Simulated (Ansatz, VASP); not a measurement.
# NbH2: VASP beside Ansatz

File INCAR:

```
SYSTEM = NbH2
PREC = Accurate ; ENCUT = 520
EDIFF = 1E-6 ; ISMEAR = 0
SIGMA = 0.15 ; LREAL = .FALSE.
LASPH = .TRUE. ; NELM = 80
ALGO = Normal ; ISIF = 2
LWAVE = .FALSE. ; LCHARG = .FALSE.
GGA = PS ; NBANDS = 14
```

Contents of KPOINTS:

```
regular mesh
0
G
  16 16 16
  0 0 0
```

The input POSCAR:

```
NbH2
1.0
    0.2803384700      2.3870904994      2.3870904994
    2.3870904994      0.2803384700      2.3870904994
    2.3870904994      2.3870904994      0.2803384700
Nb H
1 2
Direct
    0.0000000000      0.0000000000      0.0000000000
    0.2500000000      0.2500000000      0.2500000000
    0.7500000000      0.7500000000      0.7500000000
```

Input for Ansatz:

```yaml
crystal:
  lattice:
    - [0.28033847, 2.3870904994, 2.3870904994]
    - [2.3870904994, 0.28033847, 2.3870904994]
    - [2.3870904994, 2.3870904994, 0.28033847]
  atoms:
    - { symbol: Nb, position: [0.0, 0.0, 0.0] }
    - { symbol: H, position: [0.25, 0.25, 0.25] }
    - { symbol: H, position: [0.75, 0.75, 0.75] }
basis:
  ecutwfc: 520.0
kpoints:
  mp_grid: { grid: [16, 16, 16] }
hamiltonian:
  xc: pbesol
  pseudopotentials: { kind: paw }
scf:
  occupations: { method: gaussian, width: 0.15 }
output:
  forces: true
  stress: true
  eigenvalues: true
```

Alike in both runs: task single point; functional PBEsol; k mesh 16 × 16 × 16; occupations gaussian, width 0.15 eV; no spin polarisation.

|  | VASP | Ansatz |
| --- | --- | --- |
| version | VASP 6.6.1 | Ansatz 0.2.0 |
| potentials or method | VASP PAW PBE potentials, release 64 (Nb_sv, H), cutoff 520 eV | scalar-relativistic, plane waves, PAW |
| valence electrons in the cell | 15 | 15 |

|  | VASP | Ansatz | Ansatz less VASP |
| --- | --- | --- | --- |
| gap on the k mesh at the Fermi level (eV) | none | none | - |
| pressure (GPa) | 13.5 | 14.0 | +0.48 |
| traceless stress, the component that is largest in VASP (GPa) | -14.76 | -14.77 | -0.015 |
| rms of the force components (eV/Å) | 0.388 | 0.389 | +0.0011 |

VASP's potentials were made for PBE, not for PBEsol. Atom by atom the forces differ by 0.001 eV/Å (rms over components). A gap of «none» marks a metal or a gap that the smearing closes. The functional is the same, so the differences come from potentials, cutoffs and numerics.
